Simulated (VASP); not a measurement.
# I (Pm-3m) in VASP: single point with PBE

Aim: the single point of I with PBE.

Everything below comes from runs of VASP 6.6.1. Logs are shortened: lines on timing, memory, paths and dates and some standing lists are left out, and cuts for length are marked.

### Step 1. The cell of the first run

It takes space group Pm-3m (No. 221, cubic). Conventional cell: a = 5.051 Å, b = 5.051 Å, c = 5.051 Å, α = 90.00°, β = 90.00°, γ = 90.00°. I (site symmetry 4/mmm) has 8 I at 3.57 Å within 4.7 Å.

### Step 2. Single point, PBE (Br replaced by I, lengths x 1.095, strained)

Contents of INCAR:

```
  ALGO = Normal
  EDIFF = 1E-7
  ENCUT = 520
  GGA = PE
  ISIF = 2
  ISMEAR = 0
  LASPH = True
  LCHARG = False
  LREAL = False
  LWAVE = False
  NBANDS = 18
  NELM = 100
  PREC = Accurate
  SIGMA = 0.1
```

Contents of KPOINTS:

```
k-points
0
Gamma
  8 8 8
```

Contents of POSCAR:

```
I
1.0
    5.0508787608      0.0000000000      0.0000000000
    0.0000000000      5.0508787608      0.0000000000
    0.0000000000      0.0000000000      5.0508787608
I
3
Direct
    0.5000000000      0.0000000000      0.0000000000
    0.0000000000      0.5000000000      0.0000000000
    0.0000000000      0.0000000000      0.5000000000
```

Potentials or basis: VASP PAW PBE potentials, release 64 (I).

Command:

```console
$ cat potpaw_PBE.64/I/POTCAR > POTCAR
$ mpirun -np 1 vasp_std > vasp.out
```

OUTCAR:

```text
EDIFF = 1E-7
   ENCUT = 520
   GGA = PE
   ISIF = 2
   ISMEAR = 0
   LASPH = True
   LREAL = False
   NELM = 100
   PREC = Accurate

 ion  position               nearest neighbor table
   1  0.500  0.000  0.000-
   2  0.000  0.500  0.000-
   3  0.000  0.000  0.500-

  LATTYP: Found a simple cubic cell.
 ALAT       =     5.0508787608

  Lattice vectors:

 A1 = (   5.0508787608,   0.0000000000,   0.0000000000)
 A2 = (   0.0000000000,   5.0508787608,   0.0000000000)
 A3 = (   0.0000000000,   0.0000000000,   5.0508787608)

Analysis of symmetry for initial positions (statically):
=====================================================================
 Subroutine PRICEL returns:
 Original cell was already a primitive cell.

 Routine SETGRP: Setting up the symmetry group for a
 simple cubic supercell.

 Subroutine GETGRP returns: Found 48 space group operations
 (whereof 48 operations were pure point group operations)
 out of a pool of 48 trial point group operations.

The static configuration has the point symmetry O_h .

Analysis of symmetry for dynamics (positions and initial velocities):
=====================================================================
 Subroutine PRICEL returns:
 Original cell was already a primitive cell.

 Routine SETGRP: Setting up the symmetry group for a
 simple cubic supercell.

 Subroutine GETGRP returns: Found 48 space group operations
 (whereof 48 operations were pure point group operations)
 out of a pool of 48 trial point group operations.

The dynamic configuration has the point symmetry O_h .

 Subroutine INISYM returns: Found 48 space group operations
 (whereof 48 operations are pure point group operations),
 and found     1 'primitive' translations

----------------------------------------------------------------------------------------

                                     Primitive cell

  volume of cell :     128.8549

  direct lattice vectors                    reciprocal lattice vectors
     5.050878761  0.000000000  0.000000000     0.197985350  0.000000000  0.000000000
     0.000000000  5.050878761  0.000000000     0.000000000  0.197985350  0.000000000
     0.000000000  0.000000000  5.050878761     0.000000000  0.000000000  0.197985350

  length of vectors
     5.050878761  5.050878761  5.050878761     0.197985350  0.197985350  0.197985350

  position of ions in fractional coordinates (direct lattice)
     0.500000000  0.000000000  0.000000000
     0.000000000  0.500000000  0.000000000
     0.000000000  0.000000000  0.500000000

  ion indices of the primitive-cell ions
   primitive index   ion index
                 1           1
                 2           2
                 3           3

----------------------------------------------------------------------------------------

 KPOINTS: k-points

Automatic generation of k-mesh.
 Grid dimensions read from file:
 generate k-points for:    8    8    8

 Generating k-lattice:

  Cartesian coordinates                     Fractional coordinates (reciprocal lattice)
     0.024748169  0.000000000  0.000000000     0.125000000  0.000000000  0.000000000
     0.000000000  0.024748169  0.000000000     0.000000000  0.125000000  0.000000000
     0.000000000  0.000000000  0.024748169     0.000000000  0.000000000  0.125000000

  Length of vectors
     0.024748169  0.024748169  0.024748169

  Shift w.r.t. Gamma in fractional coordinates (k-lattice)
     0.000000000  0.000000000  0.000000000

 Subroutine IBZKPT returns following result:
 ===========================================

 Found     35 irreducible k-points:

 Following reciprocal coordinates:
            Coordinates               Weight
  0.000000  0.000000  0.000000      1.000000
  0.125000  0.000000  0.000000      6.000000
  0.250000  0.000000  0.000000      6.000000
  0.375000  0.000000  0.000000      6.000000
  0.500000  0.000000  0.000000      3.000000
  0.125000  0.125000  0.000000     12.000000
[... 16 lines left out ...]
  0.375000  0.375000  0.125000     24.000000
  0.500000  0.375000  0.125000     24.000000
 [... further k-points ...]
   k-points           NKPTS =     35   k-points in BZ     NKDIM =     35   number of bands    NBANDS=     18
   number of dos      NEDOS =    301   number of ions     NIONS =      3
   total plane-waves  NPLWV =  64000
   dimension x,y,z NGX =    40 NGY =   40 NGZ =   40
   dimension x,y,z NGXF=    80 NGYF=   80 NGZF=   80
   ions per type =               3
   NGX,Y,Z   is equivalent  to a cutoff of  13.17, 13.17, 13.17 a.u.
   NGXF,Y,Z  is equivalent  to a cutoff of  26.33, 26.33, 26.33 a.u.
 SYSTEM =  unknown system
   PREC   = accura    normal or accurate (medium, high low for compatibility)
   ISTART =      0    job   : 0-new  1-cont  2-samecut
   ICHARG =      2    charge: 1-file 2-atom 10-const
   ISPIN  =      1    spin polarized calculation?
   LNONCOLLINEAR =      F non collinear calculations
   LSORBIT =      F    spin-orbit coupling
   LASPH  =      T    aspherical Exc in radial PAW
   ENCUT  =  520.0 eV  38.22 Ry    6.18 a.u.   9.39  9.39  9.39*2*pi/ulx,y,z
   NELM   =    100;   NELMIN=  2; NELMDL= -5     # of ELM steps
   EDIFF  = 0.1E-06   stopping-criterion for ELM
   LREAL  =      F    real-space projection
   EDIFFG = 0.1E-05   stopping-criterion for IOM
   NSW    =      0    number of steps for IOM
   IBRION =     -1    ionic relax: 0-MD 1-quasi-New 2-CG
   NFREE  =      0    steps in history (QN), initial steepest desc. (CG)
   ISIF   =      2    stress and relaxation
   ISYM   =      2    0-nonsym 1-usesym 2-fastsym
   POTIM  = 0.5000    time-step for ionic-motion
   TEBEG  =    0.0;   TEEND  =   0.0 temperature during run
   PSTRESS=    0.0 pullay stress
   NELECT =      21.0000    total number of electrons
   NUPDOWN=      -1.0000    fix difference up-down
   EMIN   =  10.00;   EMAX   =-10.00  energy-range for DOS
   EFERMI =   0.00;   METHOD = LEGACY
   ISMEAR =     0;   SIGMA  =   0.10  broadening in eV -4-tet -1-fermi 0-gaus
   EFERMI_NEDOS =   21; number of points for ismear=-14 and -15
   IALGO  =     38    algorithm
   IMIX   =      4    mixing-type and parameters
     AMIX     =   0.40;   BMIX     =  1.00
     AMIX_MAG =   1.60;   BMIX_MAG =  1.00
  volume/ion in A,a.u.               =      42.95       289.85
  Fermi-wavevector in a.u.,A,eV,Ry     =   0.894227  1.689844 10.879783  0.799641
  Thomas-Fermi vector in A             =   2.016405
   LORBIT       =      0    0 simple, 1 ext, 2 COOP (PROOUT), +10 PAW based schemes
   GGA     = PE    functional components
   LHFCALC =     F    Hartree Fock is set to
   AEXX    =    0.0000 exact exchange contribution
   IVDW    =     0    specifies the selected vdW correction
   LEPSILON=     F    determine dielectric tensor
   LRPA    =     F    only Hartree local field effects (RPA)
 non-spin polarized calculation
 Gauss-broadening in eV      SIGMA  =   0.10
  energy-cutoff  :      520.00
  volume of cell :      128.85
 maximum number of plane-waves:      3495
 NGX is ok and might be reduce to    40
   NGX = 19   NGY = 19   NGZ = 19

 number of electron      21.0000005 magnetization

 Free energy of the ion-electron system (eV)
  ---------------------------------------------------
  ext. energy  EPLUGINS =         0.00000000
  ---------------------------------------------------
  free energy    TOTEN  =        -3.20850293 eV

  energy without entropy =       -3.18404509  energy(sigma->0) =       -3.19627401

 E-fermi :   2.7739     XC(G=0):  -7.9435

 val. band max:        2.7721336355   @ k =   0.2500   0.2500   0.1250
 cond. band min:       2.8021668685   @ k =   0.5000   0.5000   0.3750
 fundamental gap:      0.0300332330
 Fermi energy:         2.7738522374

 k-point     1 :       0.0000    0.0000    0.0000
  band No.  band energies     occupation
      1     -10.5639      2.00000
      2      -8.7159      2.00000
      3      -8.7159      2.00000
      4      -0.9701      2.00000
      5      -0.9701      2.00000
      6      -0.9701      2.00000
[... 10 lines left out ...]
     17       9.2135      0.00000
     18       9.2135      0.00000

 k-point     2 :       0.1250    0.0000    0.0000
  band No.  band energies     occupation
      1     -10.5147      2.00000
      2      -8.7977      2.00000
      3      -8.7118      2.00000
      4      -0.9073      2.00000
      5      -0.9073      2.00000
      6      -0.8528      2.00000
[... 10 lines left out ...]
     17       9.3408      0.00000
     18       9.5148      0.00000

 k-point     3 :       0.2500    0.0000    0.0000
  band No.  band energies     occupation
      1     -10.3746      2.00000
      2      -9.0146      2.00000
      3      -8.7019      2.00000
      4      -0.7314      2.00000
      5      -0.7314      2.00000
      6      -0.5185      2.00000
[... 10 lines left out ...]
     17      10.1560      0.00000
     18      10.2507      0.00000

 k-point     4 :       0.3750    0.0000    0.0000
  band No.  band energies     occupation
      1     -10.1760      2.00000
      2      -9.2872      2.00000
      3      -8.6920      2.00000
      4      -0.4970      2.00000
      5      -0.4970      2.00000
      6      -0.0087      2.00000
[... 375 lines left out ...]
      4      -1.0459      2.00000
      5      -0.4483      2.00000
      6       0.2074      2.00000
[... 10 lines left out ...]
     17      11.2309      0.00000
     18      11.5842      0.00000

 k-point    23 :       0.3750    0.3750    0.1250
  band No.  band energies     occupation
      1      -9.7784      2.00000
      2      -9.2974      2.00000
      3      -9.1043      2.00000
      4      -1.2017      2.00000
      5      -0.6420      2.00000
      6       0.2813      2.00000
[... 10 lines left out ...]
     17      10.9189      0.00000
     18      11.2724      0.00000

 k-point    24 :       0.5000    0.3750    0.1250
  band No.  band energies     occupation
      1      -9.6376      2.00000
      2      -9.3910      2.00000
      3      -9.1547      2.00000
      4      -1.1775      2.00000
      5      -0.8149      2.00000
      6       0.2236      2.00000
[... 10 lines left out ...]
     17      11.1230      0.00000
     18      11.4081      0.00000

 [... further k-points ...]

------------------------ aborting loop because EDIFF is reached ----------------------------------------

  FORCE on cell =-STRESS in cart. coord.  units (eV):
  Direction    XX          YY          ZZ          XY          YZ          ZX
  --------------------------------------------------------------------------------------
  -------------------------------------------------------------------------------------
  Total        0.0124675      0.0124675      0.0124675     -0.0000000     -0.0000000      0.0000000
  in kB        0.1550209      0.1550209      0.1550209     -0.0000000     -0.0000000      0.0000000
  external PRESSURE =       0.1550209 kB  Pullay stress =       0.0000000 kB

 VOLUME and BASIS-vectors are now :
 -----------------------------------------------------------------------------
  energy-cutoff  :      520.00
  volume of cell :      128.85
      direct lattice vectors                 reciprocal lattice vectors
     5.050878761  0.000000000  0.000000000     0.197985350  0.000000000  0.000000000
     0.000000000  5.050878761  0.000000000     0.000000000  0.197985350  0.000000000
     0.000000000  0.000000000  5.050878761     0.000000000  0.000000000  0.197985350

 POSITION                                       TOTAL-FORCE (eV/Angst)
 -----------------------------------------------------------------------------------
      2.52544      0.00000      0.00000         0.000000      0.000000      0.000000
      0.00000      2.52544      0.00000         0.000000      0.000000      0.000000
      0.00000      0.00000      2.52544         0.000000      0.000000      0.000000
 -----------------------------------------------------------------------------------
    total drift:                                0.000000      0.000000     -0.000000

  FREE ENERGIE OF THE ION-ELECTRON SYSTEM (eV)
  ---------------------------------------------------
  free  energy   TOTEN  =        -3.2085029335 eV

  energy  without entropy=       -3.1840450910  energy(sigma->0) =       -3.19627401
```

It took 38 s on 1 thread of AMD EPYC 9R45 (Zen 5), shared host; peak memory 0.23 GiB.

What came out:

| Item | Value |
| --- | --- |
| Free energy | -3.2085 eV |
| Pressure | 0.0 GPa |
| Band gap on the k mesh | zero (an odd number of electrons rules out a gap without spin polarisation) |

Caveat: the cell differs from its parent crystal (Br replaced by I, lengths x 1.095, strained); spin-orbit coupling is left out, which moves the levels of the heavy elements; an odd number of electrons without spin polarisation forces a metal; a magnetic or distorted state may lie lower.
